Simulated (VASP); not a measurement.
# Tc in VASP: further runs

Runs on Tc. Level: PBEsol. Tasks: single point.

All numbers are computed with VASP 6.6.1; they aren't measurements. Logs are shortened: lines on timing, memory, paths and dates and some standing lists are left out, and cuts for length are marked.

## Step 1: The cell of the first run

Symmetry: P6_3/mmc, No. 194, hexagonal system. Conventional cell: a = 2.739 Å, b = 2.739 Å, c = 8.770 Å, α = 90.00°, β = 90.00°, γ = 120.00°. Within 3.6 Å of Tc (site symmetry -6m2) lie 12 Tc at 2.70 to 2.74 Å. Tc (site symmetry -3m) has 12 Tc at 2.70 to 2.74 Å within 3.6 Å.

## Step 2: Single point, PBEsol

INCAR reads:

```
SYSTEM = Tc
PREC = Accurate ; ENCUT = 520
EDIFF = 1E-6 ; ISMEAR = -1
SIGMA = 0.05 ; LREAL = .FALSE.
LASPH = .TRUE. ; NELM = 80
ALGO = Normal ; ISIF = 2
LWAVE = .FALSE. ; LCHARG = .FALSE.
GGA = PS ; NBANDS = 34
```

KPOINTS reads:

```
regular mesh
0
G
  11 11 3
  0 0 0
```

POSCAR reads:

```
Tc
1.0
    2.7393552909      0.0000000000      0.0000000000
   -1.3696776454      2.3723512719      0.0000000000
    0.0000000000      0.0000000000      8.7696844400
Tc
4
Direct
    0.6666666667      0.3333333333      0.7500000000
    0.0000000000      0.0000000000      0.5000000000
    0.3333333333      0.6666666667      0.2500000000
    0.0000000000      0.0000000000      0.0000000000
```

Potentials or basis: VASP PAW PBE potentials, release 64 (Tc_pv).

Launch:

```console
$ cat potpaw_PBE.64/Tc_pv/POTCAR > POTCAR
$ mpirun -np 1 vasp_std > vasp.out
```

OUTCAR:

```text
SYSTEM = Tc
   PREC = Accurate
   ENCUT = 520
   EDIFF = 1E-6
   ISMEAR = -1
   LREAL = .FALSE.
   LASPH = .TRUE.
   NELM = 80
   ISIF = 2
   GGA = PS

 ion  position               nearest neighbor table
   1  0.667  0.333  0.750-   2 2.70   4 2.70   2 2.70   4 2.70   2 2.70   4 2.70
   2  0.000  0.000  0.500-   1 2.70   3 2.70   3 2.70   1 2.70   1 2.70   3 2.70
   3  0.333  0.667  0.250-   2 2.70   4 2.70   2 2.70   4 2.70   2 2.70   4 2.70
   4  0.000  0.000  0.000-   1 2.70   3 2.70   3 2.70   1 2.70   1 2.70   3 2.70

  LATTYP: Found a hexagonal cell.
 ALAT       =     2.7393552909
 C/A-ratio  =     3.2013680259

  Lattice vectors:

 A1 = (   2.7393552909,   0.0000000000,   0.0000000000)
 A2 = (  -1.3696776454,   2.3723512719,   0.0000000000)
 A3 = (   0.0000000000,   0.0000000000,   8.7696844400)

Analysis of symmetry for initial positions (statically):
=====================================================================
 Subroutine PRICEL returns:
 Original cell was already a primitive cell.

 Routine SETGRP: Setting up the symmetry group for a
 hexagonal supercell.

 Subroutine GETGRP returns: Found 24 space group operations
 (whereof 12 operations were pure point group operations)
 out of a pool of 24 trial point group operations.

The static configuration has the point symmetry D_3d.
 The point group associated with its full space group is D_6h.

Analysis of symmetry for dynamics (positions and initial velocities):
=====================================================================
 Subroutine PRICEL returns:
 Original cell was already a primitive cell.

 Routine SETGRP: Setting up the symmetry group for a
 hexagonal supercell.

 Subroutine GETGRP returns: Found 24 space group operations
 (whereof 12 operations were pure point group operations)
 out of a pool of 24 trial point group operations.

The dynamic configuration has the point symmetry D_3d.
 The point group associated with its full space group is D_6h.

 Subroutine INISYM returns: Found 24 space group operations
 (whereof 12 operations are pure point group operations),
 and found     1 'primitive' translations

----------------------------------------------------------------------------------------

                                     Primitive cell

  volume of cell :      56.9917

[... 83 lines left out ...]
   PREC   = accura    normal or accurate (medium, high low for compatibility)
   ISTART =      0    job   : 0-new  1-cont  2-samecut
   ICHARG =      2    charge: 1-file 2-atom 10-const
   ISPIN  =      1    spin polarized calculation?
   LNONCOLLINEAR =      F non collinear calculations
   LSORBIT =      F    spin-orbit coupling
   LASPH  =      T    aspherical Exc in radial PAW
   ENCUT  =  520.0 eV  38.22 Ry    6.18 a.u.   5.09  5.09 16.31*2*pi/ulx,y,z
   NELM   =     80;   NELMIN=  2; NELMDL= -5     # of ELM steps
   EDIFF  = 0.1E-05   stopping-criterion for ELM
   LREAL  =      F    real-space projection
   EDIFFG = 0.1E-04   stopping-criterion for IOM
   NSW    =      0    number of steps for IOM
   IBRION =     -1    ionic relax: 0-MD 1-quasi-New 2-CG
   NFREE  =      0    steps in history (QN), initial steepest desc. (CG)
   ISIF   =      2    stress and relaxation
   ISYM   =      2    0-nonsym 1-usesym 2-fastsym
   POTIM  = 0.5000    time-step for ionic-motion
   TEBEG  =    0.0;   TEEND  =   0.0 temperature during run
   PSTRESS=    0.0 pullay stress
   NELECT =      52.0000    total number of electrons
   NUPDOWN=      -1.0000    fix difference up-down
   EMIN   =  10.00;   EMAX   =-10.00  energy-range for DOS
   EFERMI =   0.00;   METHOD = LEGACY
   ISMEAR =    -1;   SIGMA  =   0.05  broadening in eV -4-tet -1-fermi 0-gaus
   EFERMI_NEDOS =   21; number of points for ismear=-14 and -15
   IALGO  =     38    algorithm
   IMIX   =      4    mixing-type and parameters
     AMIX     =   0.40;   BMIX     =  1.00
     AMIX_MAG =   1.60;   BMIX_MAG =  1.00
  volume/ion in A,a.u.               =      14.25        96.15
  Fermi-wavevector in a.u.,A,eV,Ry     =   1.587835  3.000574 34.303301  2.521222
  Thomas-Fermi vector in A             =   2.686932
   LORBIT       =      0    0 simple, 1 ext, 2 COOP (PROOUT), +10 PAW based schemes
   GGA     = PS    functional components
   LHFCALC =     F    Hartree Fock is set to
   AEXX    =    0.0000 exact exchange contribution
   IVDW    =     0    specifies the selected vdW correction
   LEPSILON=     F    determine dielectric tensor
   LRPA    =     F    only Hartree local field effects (RPA)
 non-spin polarized calculation
  energy-cutoff  :      520.00
  volume of cell :       56.99
 maximum number of plane-waves:      1553
   NGX = 11   NGY = 11   NGZ = 33

 number of electron      52.0000006 magnetization

 Free energy of the ion-electron system (eV)
  ---------------------------------------------------
  ext. energy  EPLUGINS =         0.00000000
  ---------------------------------------------------
  free energy    TOTEN  =       -45.05094315 eV

  energy without entropy =      -45.02585738  energy(sigma->0) =      -45.03840026

 E-fermi :  12.6411     XC(G=0): -13.9700

 val. band max:       12.6223509411   @ k =   0.0909   0.0000   0.0000
 cond. band min:      12.6563961421   @ k =   0.3636  -0.0000   0.0000
 fundamental gap:      0.0340452010
 Fermi energy:        12.6410736725

 k-point     1 :       0.0000    0.0000    0.0000
  band No.  band energies     occupation
      1     -26.8468      2.00000
      2     -26.2354      2.00000
      3     -26.1367      2.00000
      4     -25.7078      2.00000
      5     -25.7078      2.00000
      6     -25.6200      2.00000
[... 877 lines left out ...]
     33      14.9587      0.00000
     34      15.5364      0.00000

 [... further k-points ...]
[... 5 lines left out ...]
  --------------------------------------------------------------------------------------
  -------------------------------------------------------------------------------------
  Total       -2.3476463     -2.3476463     -1.7424383     -0.0000000     -0.0000000     -0.0000000
  in kB      -65.9981751    -65.9981751    -48.9842739     -0.0000000     -0.0000000     -0.0000000
  external PRESSURE =     -60.3268747 kB  Pullay stress =       0.0000000 kB

 VOLUME and BASIS-vectors are now :
 -----------------------------------------------------------------------------
  energy-cutoff  :      520.00
  volume of cell :       56.99
      direct lattice vectors                 reciprocal lattice vectors
     2.739355291  0.000000000  0.000000000     0.365049398  0.210761368  0.000000000
    -1.369677645  2.372351272  0.000000000     0.000000000  0.421522736  0.000000000
     0.000000000  0.000000000  8.769684440     0.000000000  0.000000000  0.114029188

 POSITION                                       TOTAL-FORCE (eV/Angst)
 -----------------------------------------------------------------------------------
      1.36968      0.79078      6.57726         0.000000      0.000000     -0.000000
      0.00000      0.00000      4.38484         0.000000      0.000000      0.000000
     -0.00000      1.58157      2.19242        -0.000000     -0.000000      0.000000
      0.00000      0.00000      0.00000         0.000000      0.000000      0.000000
 -----------------------------------------------------------------------------------
    total drift:                                0.000000     -0.000000      0.000000

  FREE ENERGIE OF THE ION-ELECTRON SYSTEM (eV)
  ---------------------------------------------------
  free  energy   TOTEN  =       -45.0509431468 eV

  energy  without entropy=      -45.0258573762  energy(sigma->0) =      -45.03840026
```

OSZICAR:

```text
N       E                     dE             d eps       ncg     rms          rms(c)
DAV:   1     0.712592565235E+03    0.71259E+03   -0.31423E+04  2352   0.160E+03
DAV:   2    -0.219659755128E+02   -0.73456E+03   -0.71596E+03  2370   0.490E+02
DAV:   3    -0.480327600857E+02   -0.26067E+02   -0.25311E+02  2576   0.103E+02
DAV:   4    -0.484491485695E+02   -0.41639E+00   -0.41147E+00  2482   0.130E+01
DAV:   5    -0.484543623199E+02   -0.52138E-02   -0.52103E-02  2412   0.137E+00    0.359E+01
DAV:   6    -0.454397684536E+02    0.30146E+01   -0.70733E+00  2300   0.188E+01    0.109E+01
DAV:   7    -0.450781178514E+02    0.36165E+00   -0.13830E+00  2510   0.746E+00    0.131E+00
DAV:   8    -0.450745106923E+02    0.36072E-02   -0.11595E-01  2556   0.341E+00    0.128E+00
DAV:   9    -0.450508277566E+02    0.23683E-01   -0.64663E-02  2632   0.245E+00    0.187E-01
DAV:  10    -0.450509383519E+02   -0.11060E-03   -0.26591E-03  2488   0.433E-01    0.492E-02
DAV:  11    -0.450509424064E+02   -0.40545E-05   -0.10436E-04  2566   0.929E-02    0.163E-02
DAV:  12    -0.450509431468E+02   -0.74042E-06   -0.53393E-06  2102   0.188E-02
   1 F= -.45050943E+02 E0= -.45038400E+02  d E =-.250858E-01
```

Wall time 36 s (1 thread of AMD EPYC 7R13 (Zen 3), shared host); peak memory 0.16 GiB.

Results:

| Item | Value |
| --- | --- |
| Free energy | -45.0509 eV |
| Pressure | -6.0 GPa |
| Band gap on the k mesh | zero (bands 26 and 27 overlap by 2.89 eV) |

Caveat: the cell stands under tension; the PAW data sets were made with another functional, which shifts forces and pressure a little.

## Step 3: Single point, PBEsol

This run uses another cell than the first one, of 14.53 Å³/atom.

INCAR reads:

```
SYSTEM = Tc
PREC = Accurate
ENCUT = 520
EDIFF = 1E-7
ISMEAR = -1
SIGMA = 0.05
LREAL = .FALSE.
LASPH = .TRUE.
NELM = 80
ALGO = Normal
ISIF = 2
LWAVE = .FALSE.
LCHARG = .FALSE.
GGA = PS
NBANDS = 34
```

KPOINTS is that of step 2.

POSCAR reads:

```
Tc
1.0
    2.7574972454      0.0000000000      0.0000000000
   -1.3787486226      2.3880626653      0.0000000000
    0.0000000000      0.0000000000      8.8277635130
Tc
4
Direct
    0.6666666667      0.3333333333      0.7500000000
    0.0000000000      0.0000000000      0.5000000000
    0.3333333333      0.6666666667      0.2500000000
    0.0000000000      0.0000000000      0.0000000000
```

Potentials or basis: VASP PAW PBE potentials, release 64 (Tc_pv).

Launch:

```console
$ cat potpaw_PBE.64/Tc_pv/POTCAR > POTCAR
$ mpirun -np 1 vasp_std > vasp.out
```

It took 61 s on 1 thread of AMD EPYC 7R13 (Zen 3), shared host; peak memory 0.18 GiB.

It converged, with:

```yaml
Free_energy: -44.9893 eV
Pressure: -11.7 GPa
Band_gap_on_the_k_mesh: zero (bands 26 and 27 overlap by 2.80 eV)
```

Stress tensor (GPa, compression positive):
```
-12.20   0.00   0.00
  0.00 -12.20   0.00
  0.00   0.00 -10.67
```

Levels at points of the mesh, in eV from the Fermi level:
```csv
k point,band 24,band 25,band 26,band 27,band 28,band 29
"(0.00, 0.00, 0.00)",-1.22,-1.22,-1.11,-1.11,0.27,0.27
```

Caveat: the cell stands under tension; the PAW data sets were made with another functional, which shifts forces and pressure a little.

## Step 4: Single point, PBEsol

This run uses another cell than the first one, of 14.82 Å³/atom.

INCAR reads:

```
  ALGO = Normal
  EDIFF = 1E-7
  ENCUT = 520
  GGA = PS
  ISIF = 2
  ISMEAR = -1
  LASPH = T
  LCHARG = T
  LELF = T
  LREAL = F
  LVHAR = T
  LWAVE = F
  NBANDS = 34
  NELM = 80
  PREC = Accurate
  SIGMA = 0.05
```

KPOINTS reads:

```
k-points
0
Gamma
  11 11 3
```

POSCAR reads:

```
Tc
1.0
    2.7754035734      0.0000000000      0.0000000000
   -1.3877017866      2.4035700003      0.0000000000
    0.0000000000      0.0000000000      8.8850882589
Tc
4
Direct
    0.6666666667      0.3333333333      0.7500000000
    0.0000000000      0.0000000000      0.5000000000
    0.3333333333      0.6666666667      0.2500000000
    0.0000000000      0.0000000000      0.0000000000
```

Launch:

```console
$ cat potpaw_PBE.64/Tc_pv/POTCAR > POTCAR
$ mpirun -np 1 vasp_std > vasp.out
```

It took 62 s on 1 thread of AMD EPYC 7R13 (Zen 3), shared host; peak memory 0.18 GiB.

The run converged. Its results:

```yaml
Free_energy: -44.8890 eV
Pressure: -16.8 GPa
Band_gap_on_the_k_mesh: zero (bands 26 and 27 overlap by 2.71 eV)
```

Stress tensor (GPa, compression positive):
```
-17.28   0.00   0.00
  0.00 -17.28   0.00
  0.00   0.00 -15.93
```

Levels at points of the mesh, in eV from the Fermi level:
| k point | band 22 | band 23 | band 24 | band 25 | band 26 | band 27 | band 28 | band 29 | band 30 | band 31 |
| --- | --- | --- | --- | --- | --- | --- | --- | --- | --- | --- |
| (0.00, 0.00, 0.00) | -1.76 | -1.42 | -1.18 | -1.18 | -1.08 | -1.08 | 0.27 | 0.27 | 0.95 | 0.95 |

Caveat: the cell stands under tension; the PAW data sets were made with another functional, which shifts forces and pressure a little.

## Step 5: Single point, PBEsol

This run uses another cell than the first one, of 15.10 Å³/atom.

INCAR reads:

```
  PREC = Accurate
  ENCUT = 520
  EDIFF = 1E-6
  ISMEAR = -1
  SIGMA = 0.05
  LREAL = False
  LASPH = True
  NELM = 80
  ALGO = Normal
  ISIF = 2
  LWAVE = False
  LCHARG = True
  GGA = PS
  LELF = True
  LVHAR = True
  NBANDS = 34
```

KPOINTS reads:

```
regular mesh
0
Gamma
  11 11 3
```

POSCAR reads:

```
Tc
1.0
    2.7930817798      0.0000000000      0.0000000000
   -1.3965408898      2.4188797761      0.0000000000
    0.0000000000      0.0000000000      8.9416827036
Tc
4
Direct
    0.6666666667      0.3333333333      0.7500000000
    0.0000000000      0.0000000000      0.5000000000
    0.3333333333      0.6666666667      0.2500000000
    0.0000000000      0.0000000000      0.0000000000
```

Launch:

```console
$ cat potpaw_PBE.64/Tc_pv/POTCAR > POTCAR
$ mpirun -np 1 vasp_std > vasp.out
```

It took 50 s on 1 thread of AMD EPYC 7R13 (Zen 3), shared host; peak memory 0.18 GiB.

The run converged. Its results:

| Property | Result |
| --- | --- |
| Free energy | -44.7542 eV |
| Pressure | -21.5 GPa |
| Band gap on the k mesh | zero (bands 26 and 27 overlap by 2.63 eV) |

Stress tensor (GPa, compression positive):
```
-21.85   0.00   0.00
  0.00 -21.85   0.00
  0.00   0.00 -20.69
```

Levels at points of the mesh, in eV from the Fermi level:
| k point | band 22 | band 23 | band 24 | band 25 | band 26 | band 27 | band 28 | band 29 | band 30 | band 31 |
| --- | --- | --- | --- | --- | --- | --- | --- | --- | --- | --- |
| (0.00, 0.00, 0.00) | -1.71 | -1.38 | -1.15 | -1.15 | -1.05 | -1.05 | 0.26 | 0.26 | 0.93 | 0.93 |

Caveat: the cell stands under tension; the PAW data sets were made with another functional, which shifts forces and pressure a little.

## Step 6: Single point, PBEsol (atoms moved at random)

INCAR reads:

```
SYSTEM = Tc
PREC = Accurate
ENCUT = 520
EDIFF = 1E-6
ISMEAR = -1
SIGMA = 0.05
LREAL = .False.
LASPH = .True.
NELM = 100
ALGO = Fast
ISIF = 2
LWAVE = .False.
LCHARG = .False.
GGA = PS
NBANDS = 34
```

KPOINTS reads:

```
regular mesh
0
Gamma
  11 11 3
  0 0 0
```

POSCAR reads:

```
Tc
1.0
    2.7393552909      0.0000000000      0.0000000000
   -1.3696776454      2.3723512719      0.0000000000
    0.0000000000      0.0000000000      8.7696844400
Tc
4
Direct
    0.6503330000      0.3266860000      0.7534020000
    0.0067170000     -0.0011870000      0.5029540000
    0.3432900000      0.6766430000      0.2433120000
    0.0031020000      0.0016420000     -0.0015520000
```

Potentials or basis: VASP PAW PBE potentials, release 64 (Tc_pv).

Launch:

```console
$ cat potpaw_PBE.64/Tc_pv/POTCAR > POTCAR
$ mpirun -np 1 vasp_std > vasp.out
```

Run time: 4.7 min. Hardware: 1 thread of AMD EPYC 7R13 (Zen 3), shared host; peak memory 0.32 GiB.

The run converged. Its results:

- Free energy: -45.0072 eV
- Pressure: -5.5 GPa
- Largest force: 0.769 eV/Å
- Band gap on the k mesh: zero (bands 26 and 27 overlap by 2.90 eV)

Forces in eV/Å, atoms in the order of the input:
```
Tc   0.194  0.076 -0.740
Tc  -0.119  0.009 -0.254
Tc  -0.033 -0.093  0.684
Tc  -0.042  0.008  0.310
```

Stress tensor (GPa, compression positive):
```
-5.82  0.50  0.01
 0.50 -6.51 -0.12
 0.01 -0.12 -4.06
```

Levels at points of the mesh, in eV from the Fermi level:
```tsv
k point	band 23	band 24	band 25	band 26	band 27	band 28	band 29	band 30
(0.00, 0.00, 0.00)	-1.49	-1.27	-1.27	-1.17	-1.09	0.19	0.37	0.99
```

Caveat: the cell differs from its parent crystal (atoms moved at random); the cell stands under tension; the PAW data sets were made with another functional, which shifts forces and pressure a little.

## Step 7: Overview

| cell | gap on the mesh (eV) | pressure (GPa) |
| --- | --- | --- |
| a = 2.739, b = 2.739, c = 8.770 Å, angles 90.0, 90.0, 120.0°, 4 atoms, atomic positions A | none | -6.0 |
| a = 2.757, b = 2.757, c = 8.828 Å, angles 90.0, 90.0, 120.0°, 4 atoms, atomic positions A | none | -11.7 |
| a = 2.775, b = 2.775, c = 8.885 Å, angles 90.0, 90.0, 120.0°, 4 atoms, atomic positions A | none | -16.8 |
| a = 2.793, b = 2.793, c = 8.942 Å, angles 90.0, 90.0, 120.0°, 4 atoms, atomic positions A | none | -21.5 |
| a = 2.739, b = 2.739, c = 8.770 Å, angles 90.0, 90.0, 120.0°, 4 atoms, atomic positions B | none | -5.5 |

Alike in all rows: task single point; level PBEsol; potentials or basis VASP PAW PBE potentials, release 64 (Tc_pv); no spin polarisation; k mesh 11 × 11 × 3; cutoff (eV) 520; smearing fermi-dirac 0.05 eV.

Caveats: the cell stands under tension; the PAW data sets were made with another functional, which shifts forces and pressure a little.

Total energies depend on the potentials used, so only differences within one code and one set of settings carry meaning.
